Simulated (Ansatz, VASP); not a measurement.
**Two plane-wave programs on SrSiH6**

```xyz
8
Lattice="3.2751 1.8909 2.0679 -3.2751 1.8909 2.0679 0.0000 -3.7818 2.0679" Properties=species:S:1:pos:R:3 pbc="T T T"
Sr    0.0000    0.0000    3.1019
Si    0.0000    0.0000    0.0000
H     2.1718    1.2539    3.0183
H    -2.1718    1.2539    3.0183
H     0.0000   -2.5078    3.0183
H    -2.1718   -1.2539    3.1855
H     2.1718   -1.2539    3.1855
H     0.0000    2.5078    3.1855
```

Alike in both runs: task single point; functional r2SCAN; dispersion rVV10; k mesh 8 × 8 × 8; occupations fermi-dirac, width 0.03 eV; no spin polarisation.

```csv
,VASP,Ansatz
version,VASP 6.6.1,Ansatz 0.2.0
potentials or method,"VASP PAW PBE potentials, release 64 (Sr_sv, Si, H)","plane waves, PAW"
plane-wave cutoff (eV),520,500
valence electrons in the cell,20,20
```

|  | VASP | Ansatz | Ansatz less VASP |
| --- | --- | --- | --- |
| gap on the k mesh at the Fermi level (eV) | 2.44 | 2.44 | +0.005 |
| pressure (GPa) | 0.0 | 0.0 | +0.04 |
| traceless stress, the component that is largest in VASP (GPa) | 0.06 | 0.00 | -0.064 |
| rms of the force components (eV/Å) | 0.008 | 0.000 | -0.0078 |

VASP's potentials were made for PBE, not for r2SCAN. Atom by atom the forces differ by 0.008 eV/Å (rms over components).
